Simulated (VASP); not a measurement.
# Mn (P6_3/mmc) in VASP: further runs, part 2 of 2

VASP 6.6.1. Earlier steps stand in the parts before.

## (5) Single point, BLYP, collinear spin, antiferromagnetic start

Contents of INCAR:

```
SYSTEM = Mn
AGGAC    = 1.0          
AGGAX    = 1.0          
ALDAC    = 0.0          
ALDAX    = 1.0          
ALGO     = Normal         ! electronic algorithm
EDIFF    = 1E-6           ! SCF threshold, eV
ENCUT    = 520            ! plane-wave cutoff, eV
GGA      = B5             ! functional
ISIF     = 2              ! what is computed and relaxed
ISMEAR   = -1             ! smearing method
ISPIN    = 2              ! spin polarisation
LASPH    = .TRUE.         ! aspherical terms in the spheres
LCHARG   = .FALSE.        ! write CHGCAR
LMAXMIX  = 4              ! l up to which the mixer works
LORBIT   = 11             ! projections on sites
LREAL    = .FALSE.        ! projectors in reciprocal space
LWAVE    = .FALSE.        ! write WAVECAR
MAGMOM   = 3 3 -3 -3      ! initial moments
NBANDS   = 38             ! bands
NELM     = 150            ! most SCF steps
PREC     = Accurate       ! precision mode
SIGMA    = 0.05           ! smearing width, eV
```

Contents of KPOINTS:

```
k-points
0
G
  14 14 4
  0 0 0
```

Contents of POSCAR:

```
Mn
1.0
    2.5197019620      0.0000000000      0.0000000000
   -1.2598509810      2.1821259090      0.0000000000
    0.0000000000      0.0000000000      8.1515868228
Mn
4
Direct
    1.0000000000      1.0000000000      1.0000000000
    1.0000000000      1.0000000000      0.5000000000
    0.3333333333      0.6666666667      0.2500000000
    0.6666666667      0.3333333333      0.7500000000
```

Potentials or basis: VASP PAW PBE potentials, release 64 (Mn_pv).

Command:

```bash
$ cat potpaw_PBE.64/Mn_pv/POTCAR > POTCAR
$ mpirun -np 1 vasp_std > vasp.out
```

OUTCAR:

```text
SYSTEM = Mn
   EDIFF = 1E-6
   ENCUT = 520
   GGA = B5
   ISIF = 2
   ISMEAR = -1
   ISPIN = 2
   LASPH = .TRUE.
   LORBIT = 11
   LREAL = .FALSE.
   NELM = 150
   PREC = Accurate

 ion  position               nearest neighbor table
   1  0.000  0.000  0.000-   3 2.50   4 2.50   3 2.50   4 2.50   4 2.50   3 2.50
   2  0.000  0.000  0.500-   3 2.50   4 2.50   3 2.50   4 2.50   4 2.50   3 2.50
   3  0.333  0.667  0.250-   1 2.50   2 2.50   1 2.50   2 2.50   1 2.50   2 2.50
   4  0.667  0.333  0.750-   1 2.50   2 2.50   1 2.50   2 2.50   1 2.50   2 2.50

  LATTYP: Found a hexagonal cell.
 ALAT       =     2.5197019620
 C/A-ratio  =     3.2351392926

  Lattice vectors:

 A1 = (   2.5197019620,   0.0000000000,   0.0000000000)
 A2 = (  -1.2598509810,   2.1821259090,   0.0000000000)
 A3 = (   0.0000000000,   0.0000000000,   8.1515868228)

Analysis of symmetry for initial positions (statically):
=====================================================================
 Subroutine PRICEL returns:
 Original cell was already a primitive cell.

 Routine SETGRP: Setting up the symmetry group for a
 hexagonal supercell.

 Subroutine GETGRP returns: Found 24 space group operations
 (whereof 12 operations were pure point group operations)
 out of a pool of 24 trial point group operations.

The static configuration has the point symmetry D_3d.
 The point group associated with its full space group is D_6h.

Analysis of symmetry for dynamics (positions and initial velocities):
=====================================================================
 Subroutine PRICEL returns:
 Original cell was already a primitive cell.

 Routine SETGRP: Setting up the symmetry group for a
 hexagonal supercell.

 Subroutine GETGRP returns: Found 24 space group operations
 (whereof 12 operations were pure point group operations)
 out of a pool of 24 trial point group operations.

The dynamic configuration has the point symmetry D_3d.
 The point group associated with its full space group is D_6h.

Analysis of structural, dynamic, and magnetic symmetry:
=====================================================================
 Subroutine PRICEL returns:
 Original cell was already a primitive cell.

 Routine SETGRP: Setting up the symmetry group for a
 hexagonal supercell.

 Subroutine GETGRP returns: Found 24 space group operations
 (whereof 12 operations were pure point group operations)
 out of a pool of 24 trial point group operations.

The overall configuration has the point symmetry D_3d.
 The point group associated with its full space group is D_6h.

 Subroutine INISYM returns: Found 24 space group operations
 (whereof 12 operations are pure point group operations),
 and found     1 'primitive' translations

----------------------------------------------------------------------------------------

                                     Primitive cell

  volume of cell :      44.8199

  direct lattice vectors                    reciprocal lattice vectors
     2.519701962  0.000000000  0.000000000     0.396872335  0.229134349  0.000000000
    -1.259850981  2.182125909  0.000000000     0.000000000  0.458268698  0.000000000
     0.000000000  0.000000000  8.151586823     0.000000000  0.000000000  0.122675501

[... 85 lines left out ...]
   ENCUT  =  520.0 eV  38.22 Ry    6.18 a.u.   4.68  4.68 15.16*2*pi/ulx,y,z
   NELM   =    150;   NELMIN=  2; NELMDL= -5     # of ELM steps
   EDIFF  = 0.1E-05   stopping-criterion for ELM
   LREAL  =      F    real-space projection
   EDIFFG = 0.1E-04   stopping-criterion for IOM
   NSW    =      0    number of steps for IOM
   IBRION =     -1    ionic relax: 0-MD 1-quasi-New 2-CG
   NFREE  =      0    steps in history (QN), initial steepest desc. (CG)
   ISIF   =      2    stress and relaxation
   ISYM   =      2    0-nonsym 1-usesym 2-fastsym
   POTIM  = 0.5000    time-step for ionic-motion
   TEBEG  =    0.0;   TEEND  =   0.0 temperature during run
   PSTRESS=    0.0 pullay stress
   NELECT =      52.0000    total number of electrons
   NUPDOWN=      -1.0000    fix difference up-down
   EMIN   =  10.00;   EMAX   =-10.00  energy-range for DOS
   EFERMI =   0.00;   METHOD = LEGACY
   ISMEAR =    -1;   SIGMA  =   0.05  broadening in eV -4-tet -1-fermi 0-gaus
   EFERMI_NEDOS =   21; number of points for ismear=-14 and -15
   IALGO  =     38    algorithm
   IMIX   =      4    mixing-type and parameters
     AMIX     =   0.40;   BMIX     =  1.00
     AMIX_MAG =   1.60;   BMIX_MAG =  1.00
  volume/ion in A,a.u.               =      11.20        75.61
  Fermi-wavevector in a.u.,A,eV,Ry     =   1.720226  3.250756 40.262065  2.959178
  Thomas-Fermi vector in A             =   2.796705
   LORBIT       =     11    0 simple, 1 ext, 2 COOP (PROOUT), +10 PAW based schemes
   GGA     = B5    functional components
   LHFCALC =     F    Hartree Fock is set to
   AEXX    =    0.0000 exact exchange contribution
   IVDW    =     0    specifies the selected vdW correction
   LEPSILON=     F    determine dielectric tensor
   LRPA    =     F    only Hartree local field effects (RPA)
 spin polarized calculation
  energy-cutoff  :      520.00
  volume of cell :       44.82
 maximum number of plane-waves:      1224
 NGX is ok and might be reduce to    20
   NGX =  9   NGY =  9   NGZ = 31

 number of electron      52.0000008 magnetization       0.1553774

 Free energy of the ion-electron system (eV)
  ---------------------------------------------------
  ext. energy  EPLUGINS =         0.00000000
  ---------------------------------------------------
  free energy    TOTEN  =       -31.14490647 eV

  energy without entropy =      -31.10526803  energy(sigma->0) =      -31.12508725

 E-fermi :  10.3582     XC(G=0): -13.1801

 val. band max:       10.3552383777   @ k =   0.4286   0.1429   0.5000
 cond. band min:      10.3628917131   @ k =   0.2857   0.0000   0.0000
 fundamental gap:      0.0076533354
 Fermi energy:        10.3582150218

 spin component 1

 k-point     1 :       0.0000    0.0000    0.0000
  band No.  band energies     occupation
      1     -37.9311      1.00000
      2     -37.8101      1.00000
      3     -37.4775      1.00000
      4     -37.4775      1.00000
      5     -37.4744      1.00000
      6     -37.4744      1.00000
[... 973 lines left out ...]
     37      18.5429      0.00000
     38      19.3605      0.00000

 [... further k-points ...]

 spin component 2

 k-point     1 :       0.0000    0.0000    0.0000
  band No.  band energies     occupation
      1     -37.9387      1.00000
      2     -37.8291      1.00000
      3     -37.4353      1.00000
      4     -37.4353      1.00000
      5     -37.4324      1.00000
      6     -37.4324      1.00000
[... 973 lines left out ...]
     37      18.5502      0.00000
     38      19.5276      0.00000

 [... further k-points ...]

------------------------ aborting loop because EDIFF is reached ----------------------------------------

  FORCE on cell =-STRESS in cart. coord.  units (eV):
  Direction    XX          YY          ZZ          XY          YZ          ZX
  --------------------------------------------------------------------------------------
  -------------------------------------------------------------------------------------
  Total        0.0661375      0.0661375      0.0605988     -0.0000000      0.0000000      0.0000000
  in kB        2.3642179      2.3642179      2.1662230     -0.0000000      0.0000000      0.0000000
  external PRESSURE =       2.2982196 kB  Pullay stress =       0.0000000 kB

 VOLUME and BASIS-vectors are now :
 -----------------------------------------------------------------------------
  energy-cutoff  :      520.00
  volume of cell :       44.82
      direct lattice vectors                 reciprocal lattice vectors
     2.519701962  0.000000000  0.000000000     0.396872335  0.229134349  0.000000000
    -1.259850981  2.182125909  0.000000000     0.000000000  0.458268698  0.000000000
     0.000000000  0.000000000  8.151586823     0.000000000  0.000000000  0.122675501

 POSITION                                       TOTAL-FORCE (eV/Angst)
 -----------------------------------------------------------------------------------
      0.00000      0.00000      0.00000         0.000000      0.000000     -0.000000
      0.00000      0.00000      4.07579         0.000000      0.000000     -0.000000
     -0.00000      1.45475      2.03790        -0.000000      0.000000      0.000000
      1.25985      0.72738      6.11369         0.000000     -0.000000      0.000000
 -----------------------------------------------------------------------------------
    total drift:                                0.000000     -0.000000      0.000000

  FREE ENERGIE OF THE ION-ELECTRON SYSTEM (eV)
  ---------------------------------------------------
  free  energy   TOTEN  =       -31.1449064691 eV

  energy  without entropy=      -31.1052680258  energy(sigma->0) =      -31.12508725

 total charge

# of ion       s       p       d       tot
------------------------------------------
    1        0.410   6.363   5.184  11.957
    2        0.410   6.363   5.184  11.957
    3        0.410   6.364   5.175  11.949
    4        0.410   6.364   5.175  11.949
--------------------------------------------------
tot          1.639  25.455  20.719  47.813

 magnetization (x)

# of ion       s       p       d       tot
------------------------------------------
    1        0.005   0.008   0.743   0.756
    2        0.005   0.008   0.743   0.756
    3       -0.005  -0.009  -0.666  -0.680
    4       -0.005  -0.009  -0.666  -0.680
--------------------------------------------------
tot          0.001  -0.002   0.154   0.152
```

It took 2.8 min on 1 thread of AMD EPYC 9R45 (Zen 5), shared host; peak memory 0.26 GiB.

Results:

| Quantity | Value |
| --- | --- |
| Free energy | -31.1449 eV |
| Pressure | 0.2 GPa |
| Net moment | 0.16 μB per cell |
| Site moments | Mn +0.76, -0.68 (each value once) μB |
| Valence electrons inside the program's atomic spheres | Mn 11.96, 11.95 (each value once) |

Caveat: the PAW data sets were made with another functional, which shifts forces and pressure a little.

## (6) Single point, BLYP, collinear spin, ferrimagnetic start (9.86 Å³/atom)

This run uses another cell than the first one, of 9.86 Å³/atom.

Contents of INCAR:

```
AGGAC = 1.0
AGGAX = 1.0
ALDAC = 0.0
ALDAX = 1.0
ALGO = Normal
EDIFF = 1E-6
ENCUT = 520
GGA = B5
ISIF = 2
ISMEAR = -1
ISPIN = 2
LASPH = T
LCHARG = F
LMAXMIX = 4
LORBIT = 11
LREAL = F
LWAVE = F
MAGMOM = 0.753 0.753 -0.671 -0.671
NBANDS = 38
NELM = 150
PREC = Accurate
SIGMA = 0.05
```

Contents of KPOINTS:

```
k-points
0
Gamma
  16 16 5
```

Contents of POSCAR:

```
Mn
1.0
    2.4145900029      0.0000000000      0.0000000000
   -1.2072950014      2.0910962822      0.0000000000
    0.0000000000      0.0000000000      7.8115349939
Mn
4
Direct
    1.0000000000      1.0000000000      1.0000000000
    1.0000000000      1.0000000000      0.5000000000
    0.3333333333      0.6666666667      0.2500000000
    0.6666666667      0.3333333333      0.7500000000
```

Potentials or basis: VASP PAW PBE potentials, release 64 (Mn_pv).

Command:

```bash
$ cat potpaw_PBE.64/Mn_pv/POTCAR > POTCAR
$ mpirun -np 1 vasp_std > vasp.out
```

Wall time 2.6 min (1 thread of AMD EPYC 9R45 (Zen 5), shared host); peak memory 0.26 GiB.

It converged, with:

```
Free energy                                           : -30.5830 eV
Pressure                                              : 39.0 GPa
Band gap on the k mesh                                : zero (filled and empty bands overlap)
Net moment                                            : 0.00 μB per cell
Valence electrons inside the program's atomic spheres : Mn 12.22, 12.21 (each value once)
```

Stress tensor (GPa, compression positive):
```
39.58  0.00  0.00
 0.00 39.58  0.00
 0.00  0.00 37.96
```

Levels at points of the mesh, in eV from the Fermi level:
Spin up:
```csv
k point,band 23,band 24,band 25,band 26,band 27,band 28,band 29,band 30
"(0.00, 0.00, 0.00)",-1.20,-0.90,-0.90,-0.83,-0.83,0.25,0.25,0.76
"(0.50, 0.00, 0.00)",-0.61,0.10,0.11,1.76,1.96,1.96,2.05,2.08
```
Spin down:
| k point | band 22 | band 23 | band 24 | band 25 | band 26 | band 27 | band 28 | band 29 | band 30 | band 31 |
| --- | --- | --- | --- | --- | --- | --- | --- | --- | --- | --- |
| (0.00, 0.00, 0.00) | -1.35 | -1.20 | -0.90 | -0.90 | -0.83 | -0.83 | 0.25 | 0.25 | 0.76 | 0.76 |
| (0.50, 0.00, 0.00) | -1.43 | -0.61 | 0.10 | 0.11 | 1.76 | 1.96 | 1.96 | 2.05 | 2.08 | 2.20 |

Caveat: the cell stands under pressure; the PAW data sets were made with another functional, which shifts forces and pressure a little.

## (7) Overview

```csv
spin,cell,k mesh,gap on the mesh (eV),pressure (GPa),moment (μB)
"collinear, ferrimagnetic start","a = 2.451, b = 2.451, c = 7.928 Å, angles 90.0, 90.0, 120.0°, 4 atoms",16 × 16 × 5,none,22.1,0.00
"collinear, ferrimagnetic start","a = 2.486, b = 2.486, c = 8.041 Å, angles 90.0, 90.0, 120.0°, 4 atoms",16 × 16 × 5,none,8.9,0.08
"collinear, antiferromagnetic start","a = 2.520, b = 2.520, c = 8.152 Å, angles 90.0, 90.0, 120.0°, 4 atoms",14 × 14 × 4,none,0.2,0.16
"collinear, ferrimagnetic start","a = 2.415, b = 2.415, c = 7.812 Å, angles 90.0, 90.0, 120.0°, 4 atoms",16 × 16 × 5,none,39.0,0.00
```

Alike in all rows: task single point; level BLYP; potentials or basis VASP PAW PBE potentials, release 64 (Mn_pv); cutoff (eV) 520; smearing fermi-dirac 0.05 eV.

Caveats: the PAW data sets were made with another functional, which shifts forces and pressure a little; the cell stands under pressure (at least some runs).

Total energies depend on the potentials used, so only differences within one code and one set of settings carry meaning.
